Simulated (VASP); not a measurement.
A run of VASP 6.6.1 is set up as follows.

INCAR

```
SYSTEM = SrO
PREC = Accurate
ENCUT = 600
EDIFF = 1E-6
ISMEAR = -1
SIGMA = 0.08
LREAL = .False.
LASPH = .True.
NELM = 60
ALGO = Normal
ISIF = 3
LWAVE = .False.
LCHARG = .False.
GGA = PS
IBRION = 2
NSW = 100
EDIFFG = -0.002
```

Contents of KPOINTS:

```
Automatic mesh
0
Gamma
  12 12 12
  0 0 0
```

The input POSCAR:

```
SrO
1.0
    2.5663000000      2.5663000000      0.0000000000
   -2.5663000000      2.5663000000      0.0000000000
    0.0000000000      2.5663000000      2.5663000000
Sr O
1 1
Direct
    0.5000000000      0.5000000000      0.0000000000
    0.0000000000      0.0000000000      0.0000000000
```

Potentials or basis: VASP PAW PBE potentials, release 64 (Sr_sv, O).

Run with:

```console
$ cat potpaw_PBE.64/Sr_sv/POTCAR potpaw_PBE.64/O/POTCAR > POTCAR
$ mpirun -np 1 vasp_std > vasp.out
```

Predict the band gap on the k mesh.

3.15 eV, indirect (least direct gap 3.24 eV).

Final structure:
```xyz
2
Lattice="2.5663 2.5663 0.0000 -2.5663 2.5663 0.0000 0.0000 2.5663 2.5663" Properties=species:S:1:pos:R:3 pbc="T T T"
Sr    0.0000    2.5663    0.0000
O     0.0000    0.0000    0.0000
```

Caveat: the relaxation stopped at its first step, so nothing moved. A k mesh can miss the band edges.
